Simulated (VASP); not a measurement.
Set up this calculation in VASP 6.6.1, as the native input.

```yaml
Task: single point
Functional: LDA
Potentials_or_basis: VASP PAW LDA potentials, release 64 (Ti_sv, Pd)
Cutoff: 520 eV
k_mesh: 8 × 8 × 6
Occupations: fermi-dirac, width 0.05 eV
Spin: no spin polarisation
Dipole_correction: no
Further_INCAR_settings: ALGO = Normal; EDIFF = 1e-07; NBANDS = 18
```

The structure of TiPd lies in POSCAR:

```
TiPd
1.0
    2.7425049031      0.0000000000      0.0000000000
    0.0000000000      2.7425049031      0.0000000000
    0.0000000000      0.0000000000      3.7665977990
Ti Pd
1 1
Direct
    0.0000000000      0.0000000000      0.0000000000
    0.5000000000      0.5000000000      0.5000000000
```

These files were run (other wordings do the same):

INCAR

```
PREC     = Accurate       # precision mode
ENCUT    = 520            # plane-wave cutoff, eV
EDIFF    = 1E-7           # SCF threshold, eV
ISMEAR   = -1             # smearing method
SIGMA    = 0.05           # smearing width, eV
LREAL    = F              # projectors in reciprocal space
LASPH    = T              # aspherical terms in the spheres
NELM     = 80             # most SCF steps
ALGO     = Normal         # electronic algorithm
ISIF     = 2              # what is computed and relaxed
LWAVE    = F              # write WAVECAR
LCHARG   = F              # write CHGCAR
NBANDS   = 18             # bands
```

KPOINTS

```
Automatic mesh
0
Gamma
  8 8 6
```

Potentials or basis: VASP PAW LDA potentials, release 64 (Ti_sv, Pd).

Launch:

```sh
$ cat potpaw_LDA.64/Ti_sv/POTCAR potpaw_LDA.64/Pd/POTCAR > POTCAR
$ mpirun -np 1 vasp_std > vasp.out
```

It gave:

```yaml
Pressure: 5.2 GPa
Band_gap_on_the_k_mesh: zero (band 11 reaches 13.53 eV, above the bottom of band 12 at 9.72 eV)
```

It took 43 s on 1 thread of Intel Xeon 8259CL, on a shared host, peak memory 0.15 GiB.
